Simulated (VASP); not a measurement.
# NaI (Fm-3m) in VASP: notebook, part 2 of 2

VASP 6.6.1. Earlier steps stand in the parts before.

### Step 5. Single point, PBE (35.93 Å³/atom)

This run uses another cell than the first one, of 35.93 Å³/atom.

The input, INCAR:

```
  PREC = Accurate
  ENCUT = 520
  EDIFF = 1E-6
  ISMEAR = -1
  SIGMA = 0.02
  LREAL = F
  LASPH = T
  NELM = 100
  ALGO = Normal
  ISIF = 2
  LWAVE = F
  LCHARG = T
  GGA = PE
  LELF = T
  LVHAR = T
  NBANDS = 14
```

The input, KPOINTS:

```
Automatic mesh
0
Gamma
  8 8 8
```

The input, POSCAR:

```
NaI
1.0
    0.0000000000      3.2998749385      3.2998749385
    3.2998749385      0.0000000000      3.2998749385
    3.2998749385      3.2998749385      0.0000000000
Na I
1 1
Direct
    0.0000000000      0.0000000000      0.0000000000
    0.5000000000      0.5000000000      0.5000000000
```

Potentials or basis: VASP PAW PBE potentials, release 64 (Na_pv, I).

Run with:

```bash
$ cat potpaw_PBE.64/Na_pv/POTCAR potpaw_PBE.64/I/POTCAR > POTCAR
$ mpirun -np 1 vasp_std > vasp.out
```

OUTCAR:

```text
PREC = Accurate
   ENCUT = 520
   EDIFF = 1E-6
   ISMEAR = -1
   LREAL = F
   LASPH = T
   NELM = 100
   ISIF = 2
   GGA = PE

 ion  position               nearest neighbor table
   1  0.000  0.000  0.000-
   2  0.500  0.500  0.500-

  LATTYP: Found a face centered cubic cell.
 ALAT       =     6.5997498770

  Lattice vectors:

 A1 = (   0.0000000000,   3.2998749385,   3.2998749385)
 A2 = (   3.2998749385,   0.0000000000,   3.2998749385)
 A3 = (   3.2998749385,   3.2998749385,   0.0000000000)

Analysis of symmetry for initial positions (statically):
=====================================================================
 Subroutine PRICEL returns:
 Original cell was already a primitive cell.

 Routine SETGRP: Setting up the symmetry group for a
 face centered cubic supercell.

 Subroutine GETGRP returns: Found 48 space group operations
 (whereof 48 operations were pure point group operations)
 out of a pool of 48 trial point group operations.

The static configuration has the point symmetry O_h .

Analysis of symmetry for dynamics (positions and initial velocities):
=====================================================================
 Subroutine PRICEL returns:
 Original cell was already a primitive cell.

 Routine SETGRP: Setting up the symmetry group for a
 face centered cubic supercell.

 Subroutine GETGRP returns: Found 48 space group operations
 (whereof 48 operations were pure point group operations)
 out of a pool of 48 trial point group operations.

The dynamic configuration has the point symmetry O_h .

 Subroutine INISYM returns: Found 48 space group operations
 (whereof 48 operations are pure point group operations),
 and found     1 'primitive' translations

----------------------------------------------------------------------------------------

                                     Primitive cell

  volume of cell :      71.8658
[... 111 lines left out ...]
  Fermi-wavevector in a.u.,A,eV,Ry     =   0.949023  1.793393 12.254012  0.900644
  Thomas-Fermi vector in A             =   2.077267
   LORBIT       =      0    0 simple, 1 ext, 2 COOP (PROOUT), +10 PAW based schemes
   GGA     = PE    functional components
   LHFCALC =     F    Hartree Fock is set to
   AEXX    =    0.0000 exact exchange contribution
   IVDW    =     0    specifies the selected vdW correction
   LEPSILON=     F    determine dielectric tensor
   LRPA    =     F    only Hartree local field effects (RPA)
 non-spin polarized calculation
  energy-cutoff  :      520.00
  volume of cell :       71.87
 maximum number of plane-waves:      1964
   NGX = 17   NGY = 17   NGZ = 17

 number of electron      14.0000004 magnetization

 Free energy of the ion-electron system (eV)
  ---------------------------------------------------
  ext. energy  EPLUGINS =         0.00000000
  ---------------------------------------------------
  free energy    TOTEN  =        -5.38450505 eV

  energy without entropy =       -5.38450505  energy(sigma->0) =       -5.38450505

 E-fermi :   0.8613     XC(G=0):  -7.4725

 val. band max:        0.4174141359   @ k =   0.0000   0.0000   0.0000
 cond. band min:       3.9107242773   @ k =   0.0000   0.0000   0.0000
 fundamental gap:      3.4933101414
 Fermi energy:         0.8612738561

 k-point     1 :       0.0000    0.0000    0.0000
  band No.  band energies     occupation
      1     -22.0988      2.00000
      2     -22.0988      2.00000
      3     -22.0988      2.00000
      4     -10.4595      2.00000
      5       0.4174      2.00000
      6       0.4174      2.00000
      7       0.4174      2.00000
      8       3.9107      0.00000
      9       8.3410      0.00000
     10       8.3410      0.00000
     11       8.3410      0.00000
     12      10.0662      0.00000
     13      10.0662      0.00000
     14      10.8044      0.00000
[... 377 lines left out ...]
      1     -22.1020      2.00000
      2     -22.1000      2.00000
      3     -22.0994      2.00000
      4     -10.1618      2.00000
      5      -1.3098      2.00000
      6      -0.3967      2.00000
      7      -0.0140      2.00000
      8       6.4833      0.00000
      9       6.6094      0.00000
     10       8.4880      0.00000
     11       8.5601      0.00000
     12      10.7417      0.00000
     13      11.5842      0.00000
     14      12.9119      0.00000

 [... further k-points ...]
[... 5 lines left out ...]
  --------------------------------------------------------------------------------------
  -------------------------------------------------------------------------------------
  Total       -0.1996625     -0.1996625     -0.1996625     -0.0000000     -0.0000000      0.0000000
  in kB       -4.4512779     -4.4512779     -4.4512779     -0.0000000     -0.0000000      0.0000000
  external PRESSURE =      -4.4512779 kB  Pullay stress =       0.0000000 kB

 VOLUME and BASIS-vectors are now :
 -----------------------------------------------------------------------------
  energy-cutoff  :      520.00
  volume of cell :       71.87
      direct lattice vectors                 reciprocal lattice vectors
     0.000000000  3.299874938  3.299874938    -0.151520894  0.151520894  0.151520894
     3.299874938  0.000000000  3.299874938     0.151520894 -0.151520894  0.151520894
     3.299874938  3.299874938  0.000000000     0.151520894  0.151520894 -0.151520894

 POSITION                                       TOTAL-FORCE (eV/Angst)
 -----------------------------------------------------------------------------------
      0.00000      0.00000      0.00000         0.000000      0.000000      0.000000
      3.29987      3.29987      3.29987         0.000000      0.000000     -0.000000
 -----------------------------------------------------------------------------------
    total drift:                                0.000000      0.000000      0.000000

  FREE ENERGIE OF THE ION-ELECTRON SYSTEM (eV)
  ---------------------------------------------------
  free  energy   TOTEN  =        -5.3845050486 eV

  energy  without entropy=       -5.3845050486  energy(sigma->0) =       -5.38450505
```

OSZICAR:

```text
N       E                     dE             d eps       ncg     rms          rms(c)
DAV:   1     0.842101883412E+02    0.84210E+02   -0.65385E+03   812   0.880E+02
DAV:   2     0.128387766810E+01   -0.82926E+02   -0.76338E+02   866   0.218E+02
DAV:   3    -0.529802889169E+01   -0.65819E+01   -0.65442E+01  1046   0.605E+01
DAV:   4    -0.545835186458E+01   -0.16032E+00   -0.16028E+00  1040   0.979E+00
DAV:   5    -0.546149715466E+01   -0.31453E-02   -0.31452E-02  1104   0.130E+00    0.158E+00
DAV:   6    -0.539218604197E+01    0.69311E-01   -0.81407E-02   962   0.161E+00    0.107E+00
DAV:   7    -0.538215713174E+01    0.10029E-01   -0.70672E-02  1028   0.133E+00    0.618E-01
DAV:   8    -0.538453204766E+01   -0.23749E-02   -0.61144E-03   950   0.603E-01    0.183E-01
DAV:   9    -0.538448763005E+01    0.44418E-04   -0.21379E-04   962   0.123E-01    0.475E-02
DAV:  10    -0.538450355357E+01   -0.15924E-04   -0.41594E-05   974   0.618E-02    0.951E-03
DAV:  11    -0.538450466005E+01   -0.11065E-05   -0.39556E-06  1058   0.179E-02    0.208E-03
DAV:  12    -0.538450504858E+01   -0.38854E-06   -0.51995E-07   902   0.559E-03
   1 F= -.53845050E+01 E0= -.53845050E+01  d E =-.274244E-11
```

stdout:

```text
POSCAR found type information on POSCAR NaI
 POSCAR found :  2 types and       2 ions
 scaLAPACK will be used
 LDA part: xc-table for (Slater+PW92), standard interpolation
 POSCAR, INCAR and KPOINTS ok, starting setup
 FFT: planning ... GRIDC
 FFT: planning ... GRID_SOFT
 FFT: planning ... GRID
 WAVECAR not read
 entering main loop
```

Run time: 53 s. Hardware: 1 thread of Intel Xeon 8259CL, shared host; peak memory 0.21 GiB.

Results:

```
Free energy            : -5.3845 eV
Pressure               : -0.4 GPa
Band gap on the k mesh : 3.49 eV
```

Caveat: spin-orbit coupling is left out, which moves the levels of the heavy elements. A k mesh can miss the band edges.

### Step 6. Overview

| cell | gap on the mesh (eV) | pressure (GPa) |
| --- | --- | --- |
| a = 4.484 Å, angles 60.0°, 2 atoms | 3.81 | 1.7 |
| a = 4.546 Å, angles 60.0°, 2 atoms | 3.70 | 0.8 |
| a = 4.607 Å, angles 60.0°, 2 atoms | 3.59 | 0.1 |
| a = 4.667 Å, angles 60.0°, 2 atoms | 3.49 | -0.4 |

Alike in all rows: task single point; level PBE; potentials or basis VASP PAW PBE potentials, release 64 (Na_pv, I); no spin polarisation; k mesh 8 × 8 × 8; cutoff (eV) 520; smearing fermi-dirac 0.02 eV.

Caveats: spin-orbit coupling is left out, which moves the levels of the heavy elements.

Total energies depend on the potentials used, so only differences within one code and one set of settings carry meaning.
